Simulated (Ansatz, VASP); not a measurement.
**Two plane-wave programs on TaN**

```
Ta N
1.0
     5.19600    0.00000    0.00000
    -2.59800    4.49987    0.00000
     0.00000    0.00000    2.91100
Ta N
3 3
Direct
  0.00000 0.00000 0.00000
  0.66667 0.33333 0.50000
  0.33333 0.66667 0.50000
  0.00000 0.39285 0.00000
  0.60715 0.60715 0.00000
  0.39285 0.00000 0.00000
```

Alike in both runs: functional r2SCAN; k mesh 6 × 6 × 9; occupations fermi-dirac, width 0.05 eV; no spin polarisation.

|  | VASP | Ansatz |
| --- | --- | --- |
| version | VASP 6.6.1 | Ansatz 0.2.0 |
| potentials or method | VASP PAW PBE potentials, release 64 (Ta_sv_GW, N) | Ansatz PAW |
| plane-wave cutoff (eV) | 660 | 500 |
| valence electrons in the cell | 54 | 54 |
| task | single point | band structure |

```csv
,VASP,Ansatz,Ansatz less VASP
gap on the k mesh at the Fermi level (eV),none,none,-
pressure (GPa),0.4,0.3,-0.11
"traceless stress, the component that is largest in VASP (GPa)",-0.37,-0.26,+0.112
rms of the force components (eV/Å),0.007,0.013,+0.0054
```

VASP's potentials were made for PBE, not for r2SCAN. Atom by atom the forces differ by 0.005 eV/Å (rms over components). A gap of «none» marks a metal or a gap that the smearing closes.

Neither program's run includes spin-orbit coupling.
